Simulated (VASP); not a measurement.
# AlN (AlN (P6_3mc)) (Cmc2_1) in VASP: a series of runs

The runs below take AlN (AlN (P6_3mc)) through single point, with r2SCAN, PBE.

All numbers are computed with VASP 6.6.1; they aren't measurements. Logs are shortened: lines on timing, memory, paths and dates and some standing lists are left out, and cuts for length are marked.

### 1 The cell of the first run

The typed cell holds 8 atoms: a = 3.130 Å, b = 3.130 Å, c = 10.035 Å, α = 90.00°, β = 90.00°, γ = 120.00°.

### 2 Single point, r2SCAN

The input, POSCAR:

```
AlN
1.0
    3.1297569564      0.0000000294      0.0000000000
   -1.5648785037      2.7104490172      0.0000000000
    0.0000000000      0.0000000000     10.0348065900
Al N
4 4
Direct
    0.6668378026      0.3331638922      0.2496407057
    0.3331638922      0.6668378026      0.4996407057
    0.6668378026      0.3331638922      0.7496407057
    0.3331638922      0.6668378026      0.9996407057
    0.6663407857      0.3336575196      0.4403592943
    0.3336575196      0.6663407857      0.1903592943
    0.6663407857      0.3336575196      0.9403592943
    0.3336575196      0.6663407857      0.6903592943
```

The input, INCAR.step1:

```
SYSTEM = AlN
PREC = Accurate
ENCUT = 520
ISMEAR = -1
SIGMA = 0.01
LREAL = .False.
LASPH = .True.
NELM = 80
ISYM = 0
NBANDS = 26
GGA = PE
ALGO = Normal
EDIFF = 1E-4
LWAVE = .True.
LCHARG = .False.
```

The input, INCAR.step2:

```
SYSTEM = AlN
PREC = Accurate
ENCUT = 520
EDIFF = 1E-6
ISMEAR = -1
SIGMA = 0.01
LREAL = .False.
LASPH = .True.
NELM = 80
ALGO = Normal
ISIF = 2
LWAVE = .False.
LCHARG = .True.
METAGGA = R2SCAN
LMIXTAU = .True.
LELF = .True.
LVHAR = .True.
ISYM = 0
NBANDS = 26
ISTART = 1
```

The input, KPOINTS:

```
Automatic mesh
0
Gamma
  3 3 1
  0.25 0.25 0.25
```

Potentials or basis: VASP PAW PBE potentials, release 64 (Al, N).

The run is started by

```
cat potpaw_PBE.64/Al/POTCAR potpaw_PBE.64/N/POTCAR > POTCAR
cp INCAR.step1 INCAR
mpirun -np 1 vasp_std > vasp.out
cp INCAR.step2 INCAR
mpirun -np 1 vasp_std > vasp.out
```

OUTCAR:

```text
SYSTEM = AlN
   PREC = Accurate
   ENCUT = 520
   EDIFF = 1E-6
   ISMEAR = -1
   LREAL = .False.
   LASPH = .True.
   NELM = 80
   ISIF = 2
   METAGGA = R2SCAN
   ISYM = 0
   ISTART = 1

 ion  position               nearest neighbor table
   1  0.667  0.333  0.250-   6 1.90   6 1.90   6 1.90   5 1.91   2 3.09   4 3.09   4 3.09   2 3.09
                             4 3.09   2 3.09
   2  0.333  0.667  0.500-   5 1.90   5 1.90   5 1.90   8 1.91   3 3.09   1 3.09   1 3.09   3 3.09
                             3 3.09   1 3.09
   3  0.667  0.333  0.750-   8 1.90   8 1.90   8 1.90   7 1.91   2 3.09   4 3.09   4 3.09   2 3.09
                             4 3.09   2 3.09
   4  0.333  0.667  1.000-   7 1.90   7 1.90   7 1.90   6 1.91   3 3.09   1 3.09   1 3.09   3 3.09
                             3 3.09   1 3.09
   5  0.666  0.334  0.440-   2 1.90   2 1.90   2 1.90   1 1.91
   6  0.334  0.666  0.190-   1 1.90   1 1.90   1 1.90   4 1.91
   7  0.666  0.334  0.940-   4 1.90   4 1.90   4 1.90   3 1.91
   8  0.334  0.666  0.690-   3 1.90   3 1.90   3 1.90   2 1.91

IMPORTANT INFORMATION: All symmetrisations will be switched off!
NOSYMM: (Re-)initialisation of all symmetry stuff for point group C_1.

----------------------------------------------------------------------------------------

                                     Primitive cell

  volume of cell :      85.1257

  direct lattice vectors                    reciprocal lattice vectors
     3.129756956  0.000000029  0.000000000     0.319513626  0.184471282  0.000000000
    -1.564878504  2.710449017  0.000000000    -0.000000003  0.368942558  0.000000000
     0.000000000  0.000000000 10.034806590     0.000000000  0.000000000  0.099653141

  length of vectors
     3.129756956  3.129756956 10.034806590     0.368942558  0.368942558  0.099653141

  position of ions in fractional coordinates (direct lattice)
     0.666837803  0.333163892  0.249640706
     0.333163892  0.666837803  0.499640706
     0.666837803  0.333163892  0.749640706
     0.333163892  0.666837803  0.999640706
     0.666340786  0.333657520  0.440359294
     0.333657520  0.666340786  0.190359294
     0.666340786  0.333657520  0.940359294
     0.333657520  0.666340786  0.690359294

  ion indices of the primitive-cell ions
   primitive index   ion index
                 1           1
                 2           2
                 3           3
                 4           4
                 5           5
                 6           6
                 7           7
                 8           8

----------------------------------------------------------------------------------------

 KPOINTS: Automatic mesh

Automatic generation of k-mesh.
 Grid dimensions read from file:
 generate k-points for:    3    3    1

 Generating k-lattice:

  Cartesian coordinates                     Fractional coordinates (reciprocal lattice)
     0.106504542  0.061490427  0.000000000     0.333333333  0.000000000  0.000000000
    -0.000000001  0.122980853  0.000000000    -0.000000000  0.333333333  0.000000000
     0.000000000  0.000000000  0.099653141     0.000000000  0.000000000  1.000000000

  Length of vectors
     0.122980853  0.122980853  0.099653141

  Shift w.r.t. Gamma in fractional coordinates (k-lattice)
     0.250000000  0.250000000  0.250000000

 Subroutine IBZKPT returns following result:
 ===========================================

 Found     54 irreducible k-points:

 Following reciprocal coordinates:
            Coordinates               Weight
  0.083333  0.083333  0.250000      2.000000
 -0.083333  0.166667  0.250000      2.000000
 -0.166667  0.083333  0.250000      2.000000
 -0.083333 -0.083333  0.250000      2.000000
  0.083333 -0.166667  0.250000      2.000000
  0.166667 -0.083333  0.250000      2.000000
[... 16 lines left out ...]
  0.083333  0.166667  0.250000      2.000000
 -0.166667  0.250000  0.250000      2.000000
 [... further k-points ...]
   k-points           NKPTS =     54   k-points in BZ     NKDIM =     54   number of bands    NBANDS=     26
   number of dos      NEDOS =    301   number of ions     NIONS =      8
   total plane-waves  NPLWV =  46080
   dimension x,y,z NGX =    24 NGY =   24 NGZ =   80
   dimension x,y,z NGXF=    48 NGYF=   48 NGZF=  160
   ions per type =               4   4
   NGX,Y,Z   is equivalent  to a cutoff of  12.75, 12.75, 13.25 a.u.
   NGXF,Y,Z  is equivalent  to a cutoff of  25.50, 25.50, 26.51 a.u.
 SYSTEM =  AlN
   PREC   = accura    normal or accurate (medium, high low for compatibility)
   ISTART =      1    job   : 0-new  1-cont  2-samecut
   ICHARG =      0    charge: 1-file 2-atom 10-const
   ISPIN  =      1    spin polarized calculation?
   LNONCOLLINEAR =      F non collinear calculations
   LSORBIT =      F    spin-orbit coupling
   LASPH  =      T    aspherical Exc in radial PAW
   ENCUT  =  520.0 eV  38.22 Ry    6.18 a.u.   5.82  5.82 18.66*2*pi/ulx,y,z
[... 27 lines left out ...]
   LHFCALC =     F    Hartree Fock is set to
   AEXX    =    0.0000 exact exchange contribution
   IVDW    =     0    specifies the selected vdW correction
   LEPSILON=     F    determine dielectric tensor
   LRPA    =     F    only Hartree local field effects (RPA)
 non-spin polarized calculation
  energy-cutoff  :      520.00
  volume of cell :       85.13
 maximum number of plane-waves:      2300
   NGX = 11   NGY = 11   NGZ = 37

 number of electron      31.9999996 magnetization

 Free energy of the ion-electron system (eV)
  ---------------------------------------------------
  ext. energy  EPLUGINS =         0.00000000
  ---------------------------------------------------
  free energy    TOTEN  =       -76.99271316 eV

  energy without entropy =      -76.99271316  energy(sigma->0) =      -76.99271316

 E-fermi :   5.6845     XC(G=0): -11.3188

 val. band max:        5.4589475752   @ k =  -0.0833  -0.0833   0.2500
 cond. band min:      11.5643688851   @ k =   0.4167   0.0833   0.2500
 fundamental gap:      6.1054213099
 Fermi energy:         5.6844694495

 k-point     1 :       0.0833    0.0833    0.2500
  band No.  band energies     occupation
      1      -9.8404      2.00000
      2      -9.4108      2.00000
      3      -8.6947      2.00000
      4      -8.0666      2.00000
      5       0.2194      2.00000
      6       1.4206      2.00000
[... 18 lines left out ...]
     25      17.9814      0.00000
     26      18.2676      0.00000

 k-point     2 :      -0.0833    0.1667    0.2500
  band No.  band energies     occupation
      1      -9.8403      2.00000
      2      -9.4107      2.00000
      3      -8.6947      2.00000
      4      -8.0668      2.00000
      5       0.2195      2.00000
      6       1.4200      2.00000
[... 18 lines left out ...]
     25      17.9769      0.00000
     26      18.2634      0.00000

 k-point     3 :      -0.1667    0.0833    0.2500
  band No.  band energies     occupation
      1      -9.8403      2.00000
      2      -9.4107      2.00000
      3      -8.6947      2.00000
      4      -8.0668      2.00000
      5       0.2195      2.00000
      6       1.4200      2.00000
[... 18 lines left out ...]
     25      17.9769      0.00000
     26      18.2950      0.00000

 k-point     4 :      -0.0833   -0.0833    0.2500
  band No.  band energies     occupation
      1      -9.8404      2.00000
      2      -9.4108      2.00000
      3      -8.6947      2.00000
      4      -8.0666      2.00000
      5       0.2194      2.00000
      6       1.4206      2.00000
[... 18 lines left out ...]
     25      17.9814      0.00000
     26      18.2744      0.00000
[... 496 lines left out ...]
      1      -9.5216      2.00000
      2      -9.1193      2.00000
      3      -8.4607      2.00000
      4      -7.9003      2.00000
      5       0.5713      2.00000
      6       1.3817      2.00000
[... 18 lines left out ...]
     25      17.7700      0.00000
     26      17.9356      0.00000

 k-point    23 :       0.0833    0.1667    0.2500
  band No.  band energies     occupation
      1      -9.5217      2.00000
      2      -9.1194      2.00000
      3      -8.4607      2.00000
      4      -7.9000      2.00000
      5       0.5712      2.00000
      6       1.3827      2.00000
[... 18 lines left out ...]
     25      17.7742      0.00000
     26      17.9299      0.00000

 k-point    24 :      -0.1667    0.2500    0.2500
  band No.  band energies     occupation
      1      -9.5215      2.00000
      2      -9.1193      2.00000
      3      -8.4608      2.00000
      4      -7.9004      2.00000
      5       0.5714      2.00000
      6       1.3808      2.00000
[... 18 lines left out ...]
     25      17.7668      0.00000
     26      17.9304      0.00000

 [... further k-points ...]
[... 5 lines left out ...]
  --------------------------------------------------------------------------------------
  -------------------------------------------------------------------------------------
  Total       -2.7964280     -2.8352471     -2.3408892     -0.0336165     -0.0000846     -0.0000477
  in kB      -52.6324228    -53.3630489    -44.0585887     -0.6327064     -0.0015929     -0.0008987
  external PRESSURE =     -50.0180201 kB  Pullay stress =       0.0000000 kB

 VOLUME and BASIS-vectors are now :
 -----------------------------------------------------------------------------
  energy-cutoff  :      520.00
  volume of cell :       85.13
      direct lattice vectors                 reciprocal lattice vectors
     3.129756956  0.000000029  0.000000000     0.319513626  0.184471282  0.000000000
    -1.564878504  2.710449017  0.000000000    -0.000000003  0.368942558  0.000000000
     0.000000000  0.000000000 10.034806590     0.000000000  0.000000000  0.099653141

 POSITION                                       TOTAL-FORCE (eV/Angst)
 -----------------------------------------------------------------------------------
      1.56568      0.90302      2.50510         0.004429     -0.002646      0.021368
     -0.00080      1.80743      5.01380        -0.004507      0.002512      0.021368
      1.56568      0.90302      7.52250         0.004429     -0.002647      0.021369
     -0.00080      1.80743     10.03120        -0.004506      0.002512      0.021367
      1.56335      0.90436      4.41892         0.015778     -0.009020     -0.021368
      0.00152      1.80608      1.91022        -0.015701      0.009154     -0.021367
      1.56335      0.90436      9.43632         0.015778     -0.009019     -0.021368
      0.00152      1.80608      6.92762        -0.015701      0.009154     -0.021369
 -----------------------------------------------------------------------------------
    total drift:                               -0.000000     -0.000001     -0.049058

  FREE ENERGIE OF THE ION-ELECTRON SYSTEM (eV)
  ---------------------------------------------------
  free  energy   TOTEN  =       -76.9927131565 eV

  energy  without entropy=      -76.9927131565  energy(sigma->0) =      -76.99271316
```

Wall time 4.9 min (1 thread of Intel Xeon Platinum 8259CL at 2.50GHz (Skylake/Cascade Lake), shared host); peak memory 0.26 GiB.

Results:

```yaml
Free_energy: -76.9927 eV
Pressure: -5.0 GPa
Largest_force: 0.028 eV/Å
Band_gap_on_the_k_mesh: 6.11 eV
```

Forces in eV/Å, atoms in the order of the input:
```
Al   0.004 -0.003  0.021
Al  -0.005  0.003  0.021
Al   0.004 -0.003  0.021
Al  -0.005  0.003  0.021
N    0.016 -0.009 -0.021
N   -0.016  0.009 -0.021
N    0.016 -0.009 -0.021
N   -0.016  0.009 -0.021
```

Stress tensor (GPa, compression positive):
```
-5.26 -0.06  0.00
-0.06 -5.34  0.00
 0.00  0.00 -4.41
```

Caveat: the k points lie up to 0.77 Å⁻¹ apart; the PAW data sets were made with another functional, which shifts forces and pressure a little.

### 3 Single point, PBE

This run uses another cell than the first one: it holds 36 atoms, not 8.

The input, INCAR:

```
PREC = Accurate ; ENCUT = 520
EDIFF = 1E-6 ; ISMEAR = 0
SIGMA = 0.01 ; LREAL = Auto
LASPH = True ; NELM = 80
ALGO = Normal ; ISIF = 2
LWAVE = False ; LCHARG = True
GGA = PE ; LELF = True
LVHAR = True ; NBANDS = 96
ISYM = 0
```

The input, KPOINTS:

```
Automatic mesh
0
Gamma
  1 1 2
  0.25 0.25 0.25
```

The input, POSCAR:

```
AlN
1.0
    9.3892708692      0.0000000883      0.0000000000
   -4.6946355111      8.1313470516      0.0000000000
    0.0000000000      0.0000000000      5.0174032950
Al N
18 18
Direct
    0.2222792675      0.1110546307      0.4992814114
    0.1110546307      0.2222792675      0.9992814114
    0.2222792675      0.4443879641      0.4992814114
    0.1110546307      0.5556126009      0.9992814114
    0.2222792675      0.7777212974      0.4992814114
    0.1110546307      0.8889459342      0.9992814114
    0.5556126009      0.1110546307      0.4992814114
    0.4443879641      0.2222792675      0.9992814114
    0.5556126009      0.4443879641      0.4992814114
    0.4443879641      0.5556126009      0.9992814114
    0.5556126009      0.7777212974      0.4992814114
    0.4443879641      0.8889459342      0.9992814114
    0.8889459342      0.1110546307      0.4992814114
    0.7777212974      0.2222792675      0.9992814114
    0.8889459342      0.4443879641      0.4992814114
    0.7777212974      0.5556126009      0.9992814114
    0.8889459342      0.7777212974      0.4992814114
    0.7777212974      0.8889459342      0.9992814114
    0.2221135952      0.1112191732      0.8807185886
    0.1112191732      0.2221135952      0.3807185886
    0.2221135952      0.4445525065      0.8807185886
    0.1112191732      0.5554469286      0.3807185886
    0.2221135952      0.7778858399      0.8807185886
    0.1112191732      0.8887802619      0.3807185886
    0.5554469286      0.1112191732      0.8807185886
    0.4445525065      0.2221135952      0.3807185886
    0.5554469286      0.4445525065      0.8807185886
    0.4445525065      0.5554469286      0.3807185886
    0.5554469286      0.7778858399      0.8807185886
    0.4445525065      0.8887802619      0.3807185886
    0.8887802619      0.1112191732      0.8807185886
    0.7778858399      0.2221135952      0.3807185886
    0.8887802619      0.4445525065      0.8807185886
    0.7778858399      0.5554469286      0.3807185886
    0.8887802619      0.7778858399      0.8807185886
    0.7778858399      0.8887802619      0.3807185886
```

Potentials or basis: VASP PAW PBE potentials, release 64 (Al, N).

The run is started by

```
cat potpaw_PBE.64/Al/POTCAR potpaw_PBE.64/N/POTCAR > POTCAR
mpirun -np 1 vasp_std > vasp.out
```

Run time: 13 min. Hardware: 1 thread of Intel Xeon Platinum 8259CL at 2.50GHz (Skylake/Cascade Lake), shared host; peak memory 0.59 GiB.

The run converged. Its results:

```
Free energy            : -268.5685 eV
Pressure               : -0.2 GPa
Largest force          : 0.024 eV/Å
Band gap on the k mesh : 5.44 eV
```

Forces on the atoms (eV/Å):
```
Al   0.007 -0.002  0.016
Al  -0.005  0.005  0.016
Al   0.006 -0.001  0.017
Al  -0.006  0.002  0.017
Al   0.007 -0.004  0.017
Al  -0.004  0.002  0.015
Al   0.004 -0.004  0.017
Al  -0.003  0.005  0.017
Al   0.003 -0.002  0.017
Al  -0.003  0.002  0.017
Al   0.003 -0.005  0.017
Al  -0.004  0.004  0.017
Al   0.004 -0.002  0.016
Al  -0.007  0.004  0.017
Al   0.005 -0.002  0.017
Al  -0.006  0.000  0.017
Al   0.005 -0.005  0.016
Al  -0.007  0.002  0.016
N    0.015 -0.008 -0.016
N   -0.015  0.009 -0.016
N    0.015 -0.008 -0.016
N   -0.015  0.009 -0.017
N    0.015 -0.009 -0.016
N   -0.015  0.009 -0.017
N    0.015 -0.008 -0.017
N   -0.015  0.009 -0.016
N    0.015 -0.009 -0.017
N   -0.015  0.009 -0.017
N    0.015 -0.009 -0.016
N   -0.015  0.008 -0.017
N    0.015 -0.009 -0.017
N   -0.015  0.009 -0.016
N    0.015 -0.009 -0.017
N   -0.015  0.009 -0.016
N    0.015 -0.009 -0.016
N   -0.015  0.008 -0.016
```

Stress tensor (GPa, compression positive):
```
-0.44 -0.07  0.00
-0.07 -0.52  0.00
 0.00  0.00  0.26
```

Levels at points of the mesh, in eV from the valence-band top:
```tsv
k point	band 70	band 71	band 72	band 73	band 74	band 75
(0.25, 0.25, 0.12)	-0.12	-0.12	0.00	5.49	5.76	5.79
```

Caveat: the k points lie up to 0.77 Å⁻¹ apart. A k mesh can miss the band edges.

### 4 Single point, PBE

This run uses another cell than the first one: it holds 36 atoms, not 8.

The input, INCAR:

```
SYSTEM = AlN
PREC = Accurate
ENCUT = 520
EDIFF = 1E-6
ISMEAR = -1
SIGMA = 0.01
LREAL = Auto
LASPH = .True.
NELM = 60
ALGO = Normal
ISIF = 2
LWAVE = .False.
LCHARG = .False.
GGA = PE
ISYM = 0
NBANDS = 96
```

KPOINTS is that of step 3.

POSCAR is that of step 3.

The run is started by

```
cat potpaw_PBE.64/Al/POTCAR potpaw_PBE.64/N/POTCAR > POTCAR
mpirun -np 1 vasp_std > vasp.out
```

It took 14 min on 1 thread of Intel Xeon Platinum 8259CL at 2.50GHz (Skylake/Cascade Lake), shared host; peak memory 0.59 GiB.

Results (log left out):

- Free energy: -268.5685 eV
- Pressure: -0.2 GPa
- Largest force: 0.024 eV/Å
- Band gap on the k mesh: 5.44 eV

Forces on the atoms (eV/Å):
```
Al   0.007 -0.002  0.016
Al  -0.005  0.005  0.016
Al   0.006 -0.001  0.017
Al  -0.006  0.002  0.017
Al   0.007 -0.004  0.017
Al  -0.004  0.002  0.015
Al   0.004 -0.004  0.017
Al  -0.003  0.005  0.017
Al   0.003 -0.002  0.017
Al  -0.003  0.002  0.017
Al   0.003 -0.005  0.017
Al  -0.004  0.004  0.017
Al   0.004 -0.002  0.016
Al  -0.007  0.004  0.017
Al   0.005 -0.002  0.017
Al  -0.006  0.000  0.017
Al   0.005 -0.005  0.016
Al  -0.007  0.002  0.016
N    0.015 -0.008 -0.016
N   -0.015  0.009 -0.016
N    0.015 -0.008 -0.016
N   -0.015  0.009 -0.017
N    0.015 -0.009 -0.016
N   -0.015  0.009 -0.017
N    0.015 -0.008 -0.017
N   -0.015  0.009 -0.016
N    0.015 -0.009 -0.017
N   -0.015  0.009 -0.017
N    0.015 -0.009 -0.016
N   -0.015  0.008 -0.017
N    0.015 -0.009 -0.017
N   -0.015  0.009 -0.016
N    0.015 -0.009 -0.017
N   -0.015  0.009 -0.016
N    0.015 -0.009 -0.016
N   -0.015  0.008 -0.016
```

Stress tensor (GPa, compression positive):
```
-0.44 -0.07  0.00
-0.07 -0.52  0.00
 0.00  0.00  0.26
```

Levels at points of the mesh, in eV from the valence-band top:
| k point | band 69 | band 70 | band 71 | band 72 | band 73 | band 74 | band 75 | band 76 |
| --- | --- | --- | --- | --- | --- | --- | --- | --- |
| (0.25, 0.25, 0.12) | -0.14 | -0.12 | -0.12 | 0.00 | 5.49 | 5.76 | 5.79 | 5.79 |

Caveat: the k points lie up to 0.77 Å⁻¹ apart. A k mesh can miss the band edges.

### 5 Summary

```csv
level,cell,k mesh,smearing,gap on the mesh (eV),pressure (GPa),largest force (eV/Å)
r2SCAN,"a = 3.130, b = 3.130, c = 10.035 Å, angles 90.0, 90.0, 120.0°, 8 atoms","3 × 3 × 1, shifted",fermi-dirac 0.01 eV,6.11,-5.0,0.03
PBE,"a = 9.389, b = 9.389, c = 5.017 Å, angles 90.0, 90.0, 120.0°, 36 atoms","1 × 1 × 2, shifted",gaussian 0.01 eV,5.44,-0.2,0.02
PBE,"a = 9.389, b = 9.389, c = 5.017 Å, angles 90.0, 90.0, 120.0°, 36 atoms","1 × 1 × 2, shifted",fermi-dirac 0.01 eV,5.44,-0.2,0.02
```

Alike in all rows: task single point; potentials or basis VASP PAW PBE potentials, release 64 (Al, N); no spin polarisation; cutoff (eV) 520.

Caveats: all runs use coarse meshes; the PAW data sets were made with another functional, which shifts forces and pressure a little (some runs).

Absolute energies hang on the potentials; compare differences alone.
